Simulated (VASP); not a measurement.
**ZnS (ref): single point with r2SCAN**

ZnS (ref):

```
Zn S
1.0
     3.80680    0.00000    0.00000
    -1.90340    3.29679    0.00000
     0.00000    0.00000    6.24658
Zn S
2 2
Direct
  0.33333 0.66667 0.93750
  0.66667 0.33333 0.43750
  0.33333 0.66667 0.43750
  0.66667 0.33333 0.93750
```

```
Program             : VASP 6.6.1
Task                : single point
Functional          : r2SCAN
Potentials or basis : VASP PAW PBE potentials, release 64 (Zn, S)
Cutoff              : 520 eV
k mesh              : 9 × 9 × 6
Occupations         : gaussian, width 0.01 eV
Spin                : no spin polarisation
```

* Pressure: 5.8 GPa
* Band gap on the k mesh: 3.12 eV, direct

Stress tensor (GPa, compression positive):
```
8.57 0.00 0.00
0.00 8.57 0.00
0.00 0.00 0.25
```

Levels at points of the mesh, in eV from the valence-band top:
| k point | band 15 | band 16 | band 17 | band 18 | band 19 | band 20 | band 21 | band 22 |
| --- | --- | --- | --- | --- | --- | --- | --- | --- |
| (0.00, 0.00, 0.00) | -0.53 | -0.02 | 0.00 | 0.00 | 3.12 | 3.27 | 6.81 | 6.81 |
| (0.00, 0.00, 0.50) | -0.27 | -0.27 | -0.27 | -0.27 | 3.87 | 3.87 | 7.12 | 7.12 |

Wall time 3.1 min on 1 thread of Intel(R) Xeon(R) Platinum 8375C CPU @ 2.90GHz (Ice Lake) (shared host), peak memory 0.24 GiB.

Caveat: the PAW data sets were made with another functional, which shifts forces and pressure a little. r2SCAN opens gaps a little over a GGA but as a rule still falls short of measured ones.
